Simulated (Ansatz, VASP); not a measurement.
## One calculation of Rh, two programs

File INCAR:

```
ALGO = Fast
EDIFF = 1E-6
ENCUT = 520
GGA = PS
ISIF = 2
ISMEAR = 0
LASPH = T
LCHARG = F
LREAL = F
LWAVE = F
NBANDS = 38
NELM = 60
PREC = Accurate
SIGMA = 0.15
```

Contents of KPOINTS:

```
k-points
0
Gamma
  18 18 6
```

File POSCAR:

```
Rh
1.0
    2.4793122061      0.0000000000      0.0000000000
   -1.2396561030      2.3172230203      0.0000000000
    0.0000000000      0.0000000000      9.3672375197
Rh
4
Direct
    0.0000000000      0.0000000000      0.0000000000
    0.3333333333      0.6666666667      0.2500000000
    0.0000000000      0.0000000000      0.5000000000
    0.6666666667      0.3333333333      0.7500000000
```

Input for Ansatz:

```yaml
crystal:
  lattice:
    - [2.4793122061, 0.0, 0.0]
    - [-1.239656103, 2.3172230203, 0.0]
    - [0.0, 0.0, 9.3672375197]
  atoms:
    - { symbol: Rh, position: [0.0, 0.0, 0.0] }
    - { symbol: Rh, position: [0.3333333333, 0.6666666667, 0.25] }
    - { symbol: Rh, position: [0.0, 0.0, 0.5] }
    - { symbol: Rh, position: [0.6666666667, 0.3333333333, 0.75] }
basis:
  ecutwfc: 420
kpoints:
  mp_grid: { grid: [18, 18, 6] }
hamiltonian:
  xc: pbesol
  pseudopotentials: { kind: paw, azcp: { folder: soft_1 } }
scf:
  occupations: { method: gaussian, width: 0.15 }
output:
  forces: true
  stress: true
  eigenvalues: true
  write_density: true
  write_potential: true
  elf: true
  volumetric_format: npy
```

Change from the starting cell: strain +e along x and -e along y -0.0367, strain +e along z and -e/2 along x and y +0.0733.

Alike in both runs: task single point; functional PBEsol; k mesh 18 × 18 × 6; occupations gaussian, width 0.15 eV; no spin polarisation.

|  | VASP | Ansatz |
| --- | --- | --- |
| version | VASP 6.6.1 | Ansatz 0.2.0 |
| potentials or method | VASP PAW PBE potentials, release 64 (Rh_pv), cutoff 520 eV | scalar-relativistic, plane waves, PAW |
| valence electrons in the cell | 60 | 68 |

```csv
,VASP,Ansatz,Ansatz less VASP
gap on the k mesh at the Fermi level (eV),none,none,-
pressure (GPa),7.9,8.0,+0.11
"traceless stress, the component that is largest in VASP (GPa)",32.54,32.56,+0.027
rms of the force components (eV/Å),0.040,0.040,-0.0002
```

VASP's potentials were made for PBE, not for PBEsol, and Ansatz warns of the same on its side. Atom by atom the forces differ by 0.000 eV/Å (rms over components). A gap of «none» marks a metal or a gap that the smearing closes. The functional is the same, so the differences come from potentials, cutoffs and numerics. VASP's potentials hold 60 valence electrons a cell and Ansatz's 68, so a difference there can come from the potentials and not from the codes.
